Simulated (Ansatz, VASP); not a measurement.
# One calculation of Sc, two programs

File INCAR:

```
ALGO     = Normal         # electronic algorithm
EDIFF    = 1E-6           # SCF threshold, eV
ENCUT    = 520            # plane-wave cutoff, eV
GGA      = PS             # functional
ISIF     = 2              # what is computed and relaxed
ISMEAR   = -1             # smearing method
LASPH    = T              # aspherical terms in the spheres
LCHARG   = T              # write CHGCAR
LELF     = T              # ELF
LREAL    = F              # projectors in reciprocal space
LVHAR    = T            
LWAVE    = F              # write WAVECAR
NBANDS   = 12             # bands
NELM     = 80             # most SCF steps
PREC     = Accurate       # precision mode
SIGMA    = 0.03           # smearing width, eV
```

KPOINTS

```
k-points
0
Gamma
  12 12 12
```

POSCAR

```
Sc
1.0
    0.0000000000      2.2552612858      2.2552612858
    2.2552612858      0.0000000000      2.2552612858
    2.2552612858      2.2552612858      0.0000000000
Sc
1
Direct
    0.0000000000      0.0000000000      0.0000000000
```

Input for Ansatz:

```yaml
crystal:
  lattice:
    - [0.0, 2.2552612858, 2.2552612858]
    - [2.2552612858, 0.0, 2.2552612858]
    - [2.2552612858, 2.2552612858, 0.0]
  atoms:
    - { symbol: Sc, position: [0.0, 0.0, 0.0] }
kpoints:
  mp_grid: { grid: [12, 12, 12] }
  band_path:
    path:
      - [0.0, 0.0, 0.0]
      - [0.5, 0.0, 0.5]
      - [0.625, 0.25, 0.625]
      - [0.375, 0.375, 0.75]
      - [0.0, 0.0, 0.0]
      - [0.5, 0.5, 0.5]
      - [0.5, 0.25, 0.75]
      - [0.5, 0.0, 0.5]
    npoints: 5
scf:
  occupations: { method: fermi_dirac, width: 0.03 }
hamiltonian:
  xc: pbesol
  pseudopotentials: { kind: all_electron, lapw: { basis_error: 0.00025 } }
output:
  forces: true
  stress: true
  eigenvalues: true
```

Change from the starting cell: volume scaled by 0.98.

Alike in both runs: task single point; functional PBEsol; k mesh 12 × 12 × 12; occupations fermi-dirac, width 0.03 eV; no spin polarisation.

```csv
,VASP,Ansatz
version,VASP 6.6.1,Ansatz 0.2.0
potentials or method,"VASP PAW PBE potentials, release 64 (Sc_sv), cutoff 520 eV","all-electron LAPW, scalar-relativistic"
```

```csv
,VASP,Ansatz,Ansatz less VASP
pressure (GPa),1.6,1.6,0.00
```

VASP's potentials were made for PBE, not for PBEsol. Ansatz ran all-electron here, and VASP with PAW potentials.
